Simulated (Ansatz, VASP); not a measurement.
# Au: VASP beside Ansatz

The input INCAR:

```
  PREC = Accurate
  ENCUT = 520
  EDIFF = 1E-6
  ISMEAR = -1
  SIGMA = 0.05
  LREAL = False
  LASPH = True
  NELM = 60
  ALGO = Fast
  ISIF = 2
  LWAVE = False
  LCHARG = False
  GGA = PE
  NBANDS = 18
```

File KPOINTS:

```
regular mesh
0
Gamma
  11 11 6
```

Contents of POSCAR:

```
Au
1.0
    2.9000000000      0.0000000000      0.0000000000
   -1.4500000000      2.5114736710      0.0000000000
    0.0000000000      0.0000000000      4.8800000000
Au
2
Direct
    0.6881910000      0.3520320000      0.2512180000
    0.3221800000      0.6632650000      0.7544700000
```

input.yaml

```yaml
crystal:
  lattice:
    - [2.9, 0.0, 0.0]
    - [-1.45, 2.511473671, 0.0]
    - [0.0, 0.0, 4.88]
  atoms:
    - { symbol: Au, position: [0.688191, 0.352032, 0.251218] }
    - { symbol: Au, position: [0.32218, 0.663265, 0.75447] }
kpoints:
  mp_grid: { grid: [11, 11, 6] }
scf:
  occupations: { method: fermi_dirac, width: 0.05 }
hamiltonian:
  xc: pbe
  pseudopotentials: { kind: all_electron, lapw: { basis_error: 0.001 } }
output:
  forces: true
  stress: true
  eigenvalues: true
  populations: true
```

Change from the starting cell: atoms moved at random, drawn with an rms of 0.05 Å.

Alike in both runs: task single point; functional PBE; k mesh 11 × 11 × 6; occupations fermi-dirac, width 0.05 eV; no spin polarisation.

```csv
,VASP,Ansatz
version,VASP 6.6.1,Ansatz 0.2.0
potentials or method,"VASP PAW PBE potentials, release 64 (Au), cutoff 520 eV","all-electron LAPW, scalar-relativistic"
```

|  | VASP | Ansatz | Ansatz less VASP |
| --- | --- | --- | --- |
| gap on the k mesh at the Fermi level (eV) | none | none | - |
| pressure (GPa) | 1.7 | 1.9 | +0.17 |
| traceless stress, the component that is largest in VASP (GPa) | -0.42 | -0.43 | -0.007 |
| rms of the force components (eV/Å) | 0.059 | 0.060 | +0.0001 |

Atom by atom the forces differ by 0.001 eV/Å (rms over components). A gap of «none» marks a metal or a gap that the smearing closes. Ansatz ran all-electron here, and VASP with PAW potentials.

Spin-orbit coupling is off throughout.
